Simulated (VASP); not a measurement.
# Cs (Fd-3m) in VASP: further runs

Cs is run at these levels: LDA; tasks: single point.

Program: VASP 6.6.1. These are calculated values, not measurements. Logs are shortened: lines on timing, memory, paths and dates and some standing lists are left out, and cuts for length are marked.

**1. The cell of the first run**

It takes space group Fd-3m (No. 227, cubic). The conventional cell has a = 8.101 Å, b = 8.101 Å, c = 8.101 Å, α = 90.00°, β = 90.00°, γ = 90.00°. Cs (site symmetry -43m) has 4 Cs at 3.51 Å within 4.6 Å.

This isn't the form of Cs at room conditions, which is bcc.

**2. Single point, LDA (66.45 Å³/atom)**

Input file INCAR:

```
PREC = Accurate
ENCUT = 520
EDIFF = 1E-7
ISMEAR = -1
SIGMA = 0.08
LREAL = False
LASPH = True
NELM = 100
ALGO = Normal
ISIF = 2
LWAVE = False
LCHARG = True
LELF = True
LVHAR = True
NBANDS = 16
```

Input file KPOINTS:

```
Automatic mesh
0
Gamma
  7 7 7
```

Input file POSCAR:

```
Cs
1.0
    0.0000000000      4.0504655462      4.0504655462
    4.0504655462      0.0000000000      4.0504655462
    4.0504655462      4.0504655462      0.0000000000
Cs
2
Direct
   -0.1250000000     -0.1250000000     -0.1250000000
    0.1250000000      0.1250000000      0.1250000000
```

Potentials or basis: VASP PAW LDA potentials, release 64 (Cs_sv).

Run with:

```console
cat potpaw_LDA.64/Cs_sv/POTCAR > POTCAR
mpirun -np 1 vasp_std > vasp.out
```

OUTCAR:

```text
PREC = Accurate
   ENCUT = 520
   EDIFF = 1E-7
   ISMEAR = -1
   LREAL = False
   LASPH = True
   NELM = 100
   ISIF = 2

 ion  position               nearest neighbor table
   1  0.875  0.875  0.875-
   2  0.125  0.125  0.125-

  LATTYP: Found a face centered cubic cell.
 ALAT       =     8.1009310924

  Lattice vectors:

 A1 = (   0.0000000000,   4.0504655462,   4.0504655462)
 A2 = (   4.0504655462,   0.0000000000,   4.0504655462)
 A3 = (   4.0504655462,   4.0504655462,   0.0000000000)

Analysis of symmetry for initial positions (statically):
=====================================================================
 Subroutine PRICEL returns:
 Original cell was already a primitive cell.

 Routine SETGRP: Setting up the symmetry group for a
 face centered cubic supercell.

 Subroutine GETGRP returns: Found 48 space group operations
 (whereof 12 operations were pure point group operations)
 out of a pool of 48 trial point group operations.

The static configuration has the point symmetry D_3d.
 The point group associated with its full space group is O_h .

Analysis of symmetry for dynamics (positions and initial velocities):
=====================================================================
 Subroutine PRICEL returns:
 Original cell was already a primitive cell.

 Routine SETGRP: Setting up the symmetry group for a
 face centered cubic supercell.

 Subroutine GETGRP returns: Found 48 space group operations
 (whereof 12 operations were pure point group operations)
 out of a pool of 48 trial point group operations.

The dynamic configuration has the point symmetry D_3d.
 The point group associated with its full space group is O_h .

 Subroutine INISYM returns: Found 48 space group operations
 (whereof 12 operations are pure point group operations),
 and found     1 'primitive' translations

----------------------------------------------------------------------------------------

                                     Primitive cell

  volume of cell :     132.9061

  direct lattice vectors                    reciprocal lattice vectors
     0.000000000  4.050465546  4.050465546    -0.123442600  0.123442600  0.123442600
     4.050465546  0.000000000  4.050465546     0.123442600 -0.123442600  0.123442600
     4.050465546  4.050465546  0.000000000     0.123442600  0.123442600 -0.123442600

  length of vectors
     5.728223309  5.728223309  5.728223309     0.213808856  0.213808856  0.213808856

  position of ions in fractional coordinates (direct lattice)
     0.875000000  0.875000000  0.875000000
     0.125000000  0.125000000  0.125000000

  ion indices of the primitive-cell ions
   primitive index   ion index
                 1           1
                 2           2

----------------------------------------------------------------------------------------

 KPOINTS: Automatic mesh

Automatic generation of k-mesh.
 Grid dimensions read from file:
 generate k-points for:    7    7    7

 Generating k-lattice:

  Cartesian coordinates                     Fractional coordinates (reciprocal lattice)
    -0.017634657  0.017634657  0.017634657     0.142857143  0.000000000  0.000000000
     0.017634657 -0.017634657  0.017634657     0.000000000  0.142857143  0.000000000
     0.017634657  0.017634657 -0.017634657     0.000000000  0.000000000  0.142857143

  Length of vectors
     0.030544122  0.030544122  0.030544122

  Shift w.r.t. Gamma in fractional coordinates (k-lattice)
     0.000000000  0.000000000  0.000000000

 Subroutine IBZKPT returns following result:
 ===========================================

 Found     20 irreducible k-points:

 Following reciprocal coordinates:
            Coordinates               Weight
  0.000000  0.000000  0.000000      1.000000
  0.142857  0.000000  0.000000      8.000000
  0.285714  0.000000  0.000000      8.000000
  0.428571  0.000000  0.000000      8.000000
  0.142857  0.142857  0.000000      6.000000
  0.285714  0.142857  0.000000     24.000000
[... 12 lines left out ...]
 -0.428571  0.428571  0.142857     24.000000
 -0.285714  0.428571  0.142857     24.000000
   k-points           NKPTS =     20   k-points in BZ     NKDIM =     20   number of bands    NBANDS=     16
   number of dos      NEDOS =    301   number of ions     NIONS =      2
   total plane-waves  NPLWV = 110592
   dimension x,y,z NGX =    48 NGY =   48 NGZ =   48
   dimension x,y,z NGXF=    96 NGYF=   96 NGZF=   96
   ions per type =               2
   NGX,Y,Z   is equivalent  to a cutoff of  13.93, 13.93, 13.93 a.u.
   NGXF,Y,Z  is equivalent  to a cutoff of  27.86, 27.86, 27.86 a.u.
 SYSTEM =  unknown system
   PREC   = accura    normal or accurate (medium, high low for compatibility)
   ISTART =      0    job   : 0-new  1-cont  2-samecut
   ICHARG =      2    charge: 1-file 2-atom 10-const
   ISPIN  =      1    spin polarized calculation?
   LNONCOLLINEAR =      F non collinear calculations
   LSORBIT =      F    spin-orbit coupling
   LASPH  =      T    aspherical Exc in radial PAW
   ENCUT  =  520.0 eV  38.22 Ry    6.18 a.u.  10.65 10.65 10.65*2*pi/ulx,y,z
   NELM   =    100;   NELMIN=  2; NELMDL= -5     # of ELM steps
   EDIFF  = 0.1E-06   stopping-criterion for ELM
   LREAL  =      F    real-space projection
   EDIFFG = 0.1E-05   stopping-criterion for IOM
   NSW    =      0    number of steps for IOM
   IBRION =     -1    ionic relax: 0-MD 1-quasi-New 2-CG
   NFREE  =      0    steps in history (QN), initial steepest desc. (CG)
   ISIF   =      2    stress and relaxation
   ISYM   =      2    0-nonsym 1-usesym 2-fastsym
   POTIM  = 0.5000    time-step for ionic-motion
   TEBEG  =    0.0;   TEEND  =   0.0 temperature during run
   PSTRESS=    0.0 pullay stress
   NELECT =      18.0000    total number of electrons
   NUPDOWN=      -1.0000    fix difference up-down
   EMIN   =  10.00;   EMAX   =-10.00  energy-range for DOS
   EFERMI =   0.00;   METHOD = LEGACY
   ISMEAR =    -1;   SIGMA  =   0.08  broadening in eV -4-tet -1-fermi 0-gaus
   EFERMI_NEDOS =   21; number of points for ismear=-14 and -15
   IALGO  =     38    algorithm
   IMIX   =      4    mixing-type and parameters
     AMIX     =   0.40;   BMIX     =  1.00
     AMIX_MAG =   1.60;   BMIX_MAG =  1.00
  volume/ion in A,a.u.               =      66.45       448.45
  Fermi-wavevector in a.u.,A,eV,Ry     =   0.840719  1.588728  9.616707  0.706808
  Thomas-Fermi vector in A             =   1.955146
   LORBIT       =      0    0 simple, 1 ext, 2 COOP (PROOUT), +10 PAW based schemes
   GGA     = CA    functional components
   LHFCALC =     F    Hartree Fock is set to
   AEXX    =    0.0000 exact exchange contribution
   IVDW    =     0    specifies the selected vdW correction
   LEPSILON=     F    determine dielectric tensor
   LRPA    =     F    only Hartree local field effects (RPA)
 non-spin polarized calculation
  energy-cutoff  :      520.00
  volume of cell :      132.91
 maximum number of plane-waves:      3607
 NGX is ok and might be reduce to    48
   NGX = 21   NGY = 21   NGZ = 21

 number of electron      17.9999999 magnetization

 Free energy of the ion-electron system (eV)
  ---------------------------------------------------
  ext. energy  EPLUGINS =         0.00000000
  ---------------------------------------------------
  free energy    TOTEN  =        -0.97241390 eV

  energy without entropy =       -0.87843579  energy(sigma->0) =       -0.92542484

 E-fermi :   1.8110     XC(G=0):  -7.0810

 val. band max:        1.7913675122   @ k =   0.4286   0.2857   0.0000
 cond. band min:       1.8202763424   @ k =   0.4286   0.4286   0.0000
 fundamental gap:      0.0289088302
 Fermi energy:         1.8109980523

 k-point     1 :       0.0000    0.0000    0.0000
  band No.  band energies     occupation
      1     -22.5762      2.00000
      2     -21.8990      2.00000
      3      -9.6928      2.00000
      4      -9.6928      2.00000
      5      -9.6928      2.00000
      6      -8.5646      2.00000
[... 8 lines left out ...]
     15       5.3012      0.00000
     16       5.3012      0.00000

 k-point     2 :       0.1429    0.0000    0.0000
  band No.  band energies     occupation
      1     -22.5530      2.00000
      2     -21.9258      2.00000
      3      -9.7265      2.00000
      4      -9.7265      2.00000
      5      -9.7040      2.00000
      6      -8.5510      2.00000
[... 8 lines left out ...]
     15       4.5777      0.00000
     16       5.2018      0.00000

 k-point     3 :       0.2857    0.0000    0.0000
  band No.  band energies     occupation
      1     -22.4921      2.00000
      2     -21.9946      2.00000
      3      -9.7945      2.00000
      4      -9.7945      2.00000
      5      -9.7349      2.00000
      6      -8.5100      2.00000
[... 8 lines left out ...]
     15       4.3410      0.00000
     16       5.5177      0.00000

 k-point     4 :       0.4286    0.0000    0.0000
  band No.  band energies     occupation
      1     -22.4273      2.00000
      2     -22.0657      2.00000
      3      -9.8433      2.00000
      4      -9.8433      2.00000
      5      -9.7645      2.00000
      6      -8.4678      2.00000
[... 8 lines left out ...]
     15       4.3857      0.00000
     16       6.3402      0.00000
[... 248 lines left out ...]
 k-point    18 :      -0.4286    0.2857    0.1429
  band No.  band energies     occupation
      1     -22.3677      2.00000
      2     -22.1292      2.00000
      3     -10.0221      2.00000
      4      -9.9231      2.00000
      5      -9.4379      2.00000
      6      -8.7996      2.00000
[... 8 lines left out ...]
     15       5.1557      0.00000
     16       5.3154      0.00000

 k-point    19 :      -0.4286    0.4286    0.1429
  band No.  band energies     occupation
      1     -22.3172      2.00000
      2     -22.1819      2.00000
      3     -10.0216      2.00000
      4      -9.9922      2.00000
      5      -9.2666      2.00000
      6      -8.9950      2.00000
[... 8 lines left out ...]
     15       4.7447      0.00000
     16       5.4545      0.00000

 k-point    20 :      -0.2857    0.4286    0.1429
  band No.  band energies     occupation
      1     -22.2965      2.00000
      2     -22.2030      2.00000
      3     -10.0485      2.00000
      4      -9.9819      2.00000
      5      -9.2586      2.00000
      6      -8.9812      2.00000
[... 8 lines left out ...]
     15       5.0429      0.00000
     16       5.2070      0.00000

------------------------ aborting loop because EDIFF is reached ----------------------------------------

  FORCE on cell =-STRESS in cart. coord.  units (eV):
  Direction    XX          YY          ZZ          XY          YZ          ZX
  --------------------------------------------------------------------------------------
  -------------------------------------------------------------------------------------
  Total        1.3155730      1.3155730      1.3155730     -0.0000000     -0.0000000      0.0000000
  in kB       15.8591797     15.8591797     15.8591797     -0.0000000     -0.0000000      0.0000000
  external PRESSURE =      15.8591797 kB  Pullay stress =       0.0000000 kB

 VOLUME and BASIS-vectors are now :
 -----------------------------------------------------------------------------
  energy-cutoff  :      520.00
  volume of cell :      132.91
      direct lattice vectors                 reciprocal lattice vectors
     0.000000000  4.050465546  4.050465546    -0.123442600  0.123442600  0.123442600
     4.050465546  0.000000000  4.050465546     0.123442600 -0.123442600  0.123442600
     4.050465546  4.050465546  0.000000000     0.123442600  0.123442600 -0.123442600

 POSITION                                       TOTAL-FORCE (eV/Angst)
 -----------------------------------------------------------------------------------
      7.08831      7.08831      7.08831         0.000000      0.000000      0.000000
      1.01262      1.01262      1.01262        -0.000000     -0.000000     -0.000000
 -----------------------------------------------------------------------------------
    total drift:                                0.000000      0.000000      0.000000

  FREE ENERGIE OF THE ION-ELECTRON SYSTEM (eV)
  ---------------------------------------------------
  free  energy   TOTEN  =        -0.9724138954 eV

  energy  without entropy=       -0.8784357868  energy(sigma->0) =       -0.92542484
```

Wall time 27 s (1 thread of Intel Xeon 6975P-C (Granite Rapids), shared host); peak memory 0.24 GiB.

Results:

```
Free energy            : -0.9724 eV
Pressure               : 1.6 GPa
Band gap on the k mesh : zero (bands 9 and 10 overlap by 0.08 eV)
```

Caveat: spin-orbit coupling is left out, which moves the levels of the heavy elements.

(Continued in part 2 of 2.)
